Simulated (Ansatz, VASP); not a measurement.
Given: the input of a run of VASP 6.6.1 on Pt.

The input INCAR:

```
PREC = Accurate
ENCUT = 600
EDIFF = 1E-7
ISMEAR = -1
SIGMA = 0.05
LREAL = False
LASPH = True
NELM = 100
ALGO = Normal
ISIF = 3
LWAVE = False
LCHARG = False
GGA = PS
IBRION = 2
NSW = 80
EDIFFG = -0.005
```

File KPOINTS:

```
regular mesh
0
Gamma
  11 11 6
```

File POSCAR:

```
Pt
1.0
    2.7606656158      0.0000000000      0.0000000000
   -1.3803328079      2.3908065546      0.0000000000
    0.0000000000      0.0000000000      4.7921340000
Pt
2
Direct
    0.3333333333      0.6666666667      0.2500000000
    0.6666666667      0.3333333333      0.7500000000
```

Potentials or basis: VASP PAW PBE potentials, release 64 (Pt).

Launch:

```console
$ cat potpaw_PBE.64/Pt/POTCAR > POTCAR
$ mpirun -np 1 vasp_std > vasp.out
```

Question: Set up the same calculation for Ansatz 0.2.0. Potentials there: all-electron LAPW, scalar-relativistic.

Answer: As run (the cutoff follows the program's own potentials):

input.yaml

```yaml
crystal:
  lattice:
    - [2.7606656158, 0.0, 0.0]
    - [-1.3803328079, 2.3908065546, 0.0]
    - [0.0, 0.0, 4.792134]
  atoms:
    - { symbol: Pt, position: [0.3333333333, 0.6666666667, 0.25] }
    - { symbol: Pt, position: [0.6666666667, 0.3333333333, 0.75] }
kpoints:
  mp_grid: { grid: [11, 11, 6] }
scf:
  occupations: { method: fermi_dirac, width: 0.05 }
hamiltonian:
  xc: pbesol
  pseudopotentials: { kind: all_electron, lapw: { basis_error: 0.001 } }
output:
  forces: true
  stress: true
relax:
  f_tol: 0.005
  max_steps: 60
  cell: {}
```

Potentials or basis: all-electron LAPW, scalar-relativistic.

The run is started by

```bash
$ ansatz run input.yaml --threads 1 --pin off --max-ram 3072MiB --backend cpu --events-out ev --progress --plain --runs-dir out
```

Both were run:

|  | VASP | Ansatz | Ansatz less VASP |
| --- | --- | --- | --- |
| relaxed volume (Å³/atom) | 15.12 | 15.14 | +0.015 |
| relaxed length of the cell vector where the two differ most in proportion (Å) | 4.680 | 4.685 | +0.0049 |

VASP's potentials were made for PBE, not for PBEsol. Ansatz ran all-electron here, and VASP with PAW potentials.

Neither program's run includes spin-orbit coupling.
